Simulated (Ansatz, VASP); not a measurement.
## Ge in VASP and in Ansatz

```
Ge
1.0
     3.99551    0.00000    0.00000
    -1.99776    3.46021    0.00000
     0.00000    0.00000    6.60161
Ge
4
Direct
  0.33333 0.66667 0.06297
  0.66667 0.33333 0.56297
  0.66667 0.33333 0.93703
  0.33333 0.66667 0.43703
```

Alike in both runs: functional r2SCAN; k mesh 10 × 10 × 6; occupations gaussian, width 0.01 eV; no spin polarisation.

Ansatz relaxed the structure, and its values are those at the end. VASP's run is a single point on that final structure, the one shown.

```csv
,VASP,Ansatz
version,VASP 6.6.1,Ansatz 0.2.0
potentials or method,"VASP PAW PBE potentials, release 64 (Ge_d)","scalar-relativistic, plane waves, PAW"
plane-wave cutoff (eV),520,500
valence electrons in the cell,56,56
```

Ansatz gave:

| Item | Value |
| --- | --- |
| pressure (GPa) | 0.0 |

Problem. Estimate VASP's values.

Solution. Pressure (GPa): 0.1.

VASP's potentials were made for PBE, not for r2SCAN.
